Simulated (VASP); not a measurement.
# O (Fm-3m) in VASP: a series of runs

O is run at these levels: LDA; tasks: relaxation of cell and atoms.

All numbers are computed with VASP 6.6.1; they aren't measurements. Logs are shortened: lines on timing, memory, paths and dates and some standing lists are left out, and cuts for length are marked.

### Step 1. The cell of the first run

Symmetry: Fm-3m, No. 225, cubic system. Conventional cell: a = 2.735 Å, b = 2.735 Å, c = 2.735 Å, α = 90.00°, β = 90.00°, γ = 90.00°. Within 2.6 Å of O (site symmetry m-3m) lie 12 O at 1.93 Å.

### Step 2. Relaxation of cell and atoms, LDA, target pressure 140 GPa, at which the enthalpy is minimised

INCAR

```
SYSTEM = O
PREC     = Accurate       ! precision mode
ENCUT    = 600            ! plane-wave cutoff, eV
EDIFF    = 1E-7           ! SCF threshold, eV
ISMEAR   = -1             ! smearing method
SIGMA    = 0.05           ! smearing width, eV
LREAL    = .FALSE.        ! projectors in reciprocal space
LASPH    = .TRUE.         ! aspherical terms in the spheres
NELM     = 120            ! most SCF steps
ALGO     = Normal         ! electronic algorithm
ISIF     = 3              ! what is computed and relaxed
LWAVE    = .FALSE.        ! write WAVECAR
LCHARG   = .FALSE.        ! write CHGCAR
IBRION   = 2              ! ionic algorithm
NSW      = 60             ! ionic steps
EDIFFG   = -0.005         ! ionic threshold
PSTRESS  = 1400.0       
GGA_COMPAT= .FALSE.      
NELMIN   = 4
```

KPOINTS

```
regular mesh
0
G
  21 21 21
  0 0 0
```

POSCAR

```
O
1.0
    0.0000000000      1.3676937866      1.3676937866
    1.3676937866      0.0000000000      1.3676937866
    1.3676937866      1.3676937866      0.0000000000
O
1
Direct
    0.0000000000      0.0000000000      0.0000000000
```

Potentials or basis: VASP PAW LDA potentials, release 64 (O).

Run with:

```bash
> cat potpaw_LDA.64/O/POTCAR > POTCAR
> mpirun -np 1 vasp_std > vasp.out
```

OUTCAR:

```text
SYSTEM = O
   PREC = Accurate
   ENCUT = 600
   EDIFF = 1E-7
   ISMEAR = -1
   LREAL = .FALSE.
   LASPH = .TRUE.
   NELM = 120
   ISIF = 3
   IBRION = 2
   NSW = 60
   EDIFFG = -0.005
   PSTRESS = 1400.0
   NELMIN = 4

 ion  position               nearest neighbor table
   1  0.000  0.000  0.000-

  LATTYP: Found a face centered cubic cell.
 ALAT       =     2.7353875732

  Lattice vectors:

 A1 = (   0.0000000000,   1.3676937866,   1.3676937866)
 A2 = (   1.3676937866,   0.0000000000,   1.3676937866)
 A3 = (   1.3676937866,   1.3676937866,   0.0000000000)

Analysis of symmetry for initial positions (statically):
=====================================================================
 Subroutine PRICEL returns:
 Original cell was already a primitive cell.

 Routine SETGRP: Setting up the symmetry group for a
 face centered cubic supercell.

 Subroutine GETGRP returns: Found 48 space group operations
 (whereof 48 operations were pure point group operations)
 out of a pool of 48 trial point group operations.

The static configuration has the point symmetry O_h .

Analysis of symmetry for dynamics (positions and initial velocities):
=====================================================================
 Subroutine PRICEL returns:
 Original cell was already a primitive cell.

 Routine SETGRP: Setting up the symmetry group for a
 face centered cubic supercell.

 Subroutine GETGRP returns: Found 48 space group operations
 (whereof 48 operations were pure point group operations)
 out of a pool of 48 trial point group operations.

The dynamic configuration has the point symmetry O_h .

 Subroutine INISYM returns: Found 48 space group operations
 (whereof 48 operations are pure point group operations),
 and found     1 'primitive' translations

----------------------------------------------------------------------------------------

                                     Primitive cell

  volume of cell :       5.1168

  direct lattice vectors                    reciprocal lattice vectors
     0.000000000  1.367693787  1.367693787    -0.365578907  0.365578907  0.365578907
     1.367693787  0.000000000  1.367693787     0.365578907 -0.365578907  0.365578907
     1.367693787  1.367693787  0.000000000     0.365578907  0.365578907 -0.365578907

  length of vectors
[... 88 lines left out ...]
   POTIM  = 0.5000    time-step for ionic-motion
   TEBEG  =    0.0;   TEEND  =   0.0 temperature during run
   PSTRESS= 1400.0 pullay stress
   NELECT =       6.0000    total number of electrons
   NUPDOWN=      -1.0000    fix difference up-down
   EMIN   =  10.00;   EMAX   =-10.00  energy-range for DOS
   EFERMI =   0.00;   METHOD = LEGACY
   ISMEAR =    -1;   SIGMA  =   0.05  broadening in eV -4-tet -1-fermi 0-gaus
   EFERMI_NEDOS =   21; number of points for ismear=-14 and -15
   IALGO  =     38    algorithm
   IMIX   =      4    mixing-type and parameters
     AMIX     =   0.40;   BMIX     =  1.00
     AMIX_MAG =   1.60;   BMIX_MAG =  1.00
  volume/ion in A,a.u.               =       5.12        34.53
  Fermi-wavevector in a.u.,A,eV,Ry     =   1.726340  3.262310 40.548768  2.980250
  Thomas-Fermi vector in A             =   2.801671
   LORBIT       =      0    0 simple, 1 ext, 2 COOP (PROOUT), +10 PAW based schemes
   GGA     = CA    functional components
   LHFCALC =     F    Hartree Fock is set to
   AEXX    =    0.0000 exact exchange contribution
   IVDW    =     0    specifies the selected vdW correction
   LEPSILON=     F    determine dielectric tensor
   LRPA    =     F    only Hartree local field effects (RPA)
 conjugate gradient relaxation of ions
 non-spin polarized calculation
  energy-cutoff  :      600.00
  volume of cell :        5.12
 maximum number of plane-waves:       182
   NGX =  7   NGY =  7   NGZ =  7

--------------------------------------- Ionic step        1  -------------------------------------------

 number of electron       5.9999997 magnetization

 Free energy of the ion-electron system (eV)
  ---------------------------------------------------
  ext. energy  EPLUGINS =         0.00000000
  ---------------------------------------------------
  free energy    TOTEN  =        -2.40814778 eV

  energy without entropy =       -2.40262038  energy(sigma->0) =       -2.40538408

------------------------ aborting loop because EDIFF is reached ----------------------------------------

  FORCE on cell =-STRESS in cart. coord.  units (eV):
  Direction    XX          YY          ZZ          XY          YZ          ZX
  --------------------------------------------------------------------------------------
  -------------------------------------------------------------------------------------
  Total        4.6097646      4.6097646      4.6097646     -0.0000000     -0.0000000      0.0000000
  in kB     1443.4199676   1443.4199676   1443.4199676     -0.0000000     -0.0000000      0.0000000
  external PRESSURE =      43.4199676 kB  Pullay stress =    1400.0000000 kB
[... 61 lines left out ...]
--------------------------------------- Ionic step        3  -------------------------------------------

 number of electron       5.9999997 magnetization

 Free energy of the ion-electron system (eV)
  ---------------------------------------------------
  ext. energy  EPLUGINS =         0.00000000
  ---------------------------------------------------
  free energy    TOTEN  =        -2.43582157 eV

  energy without entropy =       -2.43026442  energy(sigma->0) =       -2.43304299

 E-fermi :   8.4477     XC(G=0): -15.2071

 val. band max:        8.4373024610   @ k =   0.3333   0.2857   0.0000
 cond. band min:       8.4765714084   @ k =   0.3333   0.2857   0.0476
 fundamental gap:      0.0392689474
 Fermi energy:         8.4477068263

 k-point     1 :       0.0000    0.0000    0.0000
  band No.  band energies     occupation
      1     -18.6019      2.00000
      2      11.8630      0.00000
      3      11.8630      0.00000
      4      11.8630      0.00000
      5      36.7436      0.00000
      6      48.7283      0.00000
      7      48.7283      0.00000
[... 221 lines left out ...]
 k-point    24 :      -0.3810    0.0476    0.0000
  band No.  band energies     occupation
      1     -11.7919      2.00000
      2      -0.7582      2.00000
      3      10.1543      0.00000
      4      10.6311      0.00000
      5      36.2574      0.00000
      6      40.1432      0.00000
      7      45.7383      0.00000

 [... further k-points ...]

------------------------ aborting loop because EDIFF is reached ----------------------------------------

  FORCE on cell =-STRESS in cart. coord.  units (eV):
  Direction    XX          YY          ZZ          XY          YZ          ZX
  --------------------------------------------------------------------------------------
  -------------------------------------------------------------------------------------
  Total        4.4975493      4.4975493      4.4975493     -0.0000000      0.0000000      0.0000000
  in kB     1399.7496716   1399.7496716   1399.7496716     -0.0000000      0.0000000      0.0000000
  external PRESSURE =      -0.2503284 kB  Pullay stress =    1400.0000000 kB
[... 20 lines left out ...]
  energy  without entropy=       -2.4302644170  energy(sigma->0) =       -2.43304299

  enthalpy is  TOTEN    =         2.0625320653 eV   P V=        4.4983536317

 reached required accuracy - stopping structural energy minimisation
```

CONTCAR:

```text
O
   1.00000000000000
    -0.0000000000000000    1.3704674181885219    1.3704674181885219
     1.3704674181885219   -0.0000000000000000    1.3704674181885219
     1.3704674181885219    1.3704674181885219   -0.0000000000000000
  O
     1
Direct
     0.0000000000000000    0.0000000000000000    0.0000000000000000

  0.00000000E+00  0.00000000E+00  0.00000000E+00
```

It took 9.9 s on 1 thread of Intel Xeon 8259CL, shared host; peak memory 0.11 GiB.

Results:

```
Free energy                                                : -2.4358 eV
Relaxed volume                                             : 5.15 Å³/atom
Relaxed cell                                               : a = 1.938 Å, b = 1.938 Å, c = 1.938 Å, α = 60.00°, β = 60.00°, γ = 60.00°
Space group after relaxing (to 0.1 Å)                      : Fm-3m (No. 225)
Energy change on relaxing (the run minimises the enthalpy) : -27.7 meV/atom
Ionic steps                                                : 3
Pressure after relaxing                                    : 140.0 GPa
Band gap on the k mesh                                     : zero (bands 3 and 4 overlap by 6.49 eV)
```

The path:
| step | energy change (eV) | largest force (eV/Å) | pressure (GPa) | volume (Å³) |
| --- | --- | --- | --- | --- |
| 1 | 0.0000 | 0.0000 | 144.34 | 5.12 |
| 2 | -0.0885 | 0.0000 | 130.34 | 5.22 |
| 3 | -0.0277 | 0.0000 | 139.97 | 5.15 |

Final structure:
```
O
1.0
     0.00000    1.37047    1.37047
     1.37047    0.00000    1.37047
     1.37047    1.37047    0.00000
O
1
Direct
  0.00000 0.00000 0.00000
```

Levels at points of the mesh, in eV from the Fermi level:
```
           k point  band 1  band 2  band 3  band 4  band 5  band 6  band 7
(0.00, 0.00, 0.00)  -27.05    3.42    3.42    3.42   28.30   40.28   40.28
```

Caveat: the cell is relaxed towards a set pressure, so the run minimises the enthalpy, not the energy.

[end of part 1 of 2]

The gap in the log of VASP goes by the Fermi energy; the results here count the filled bands.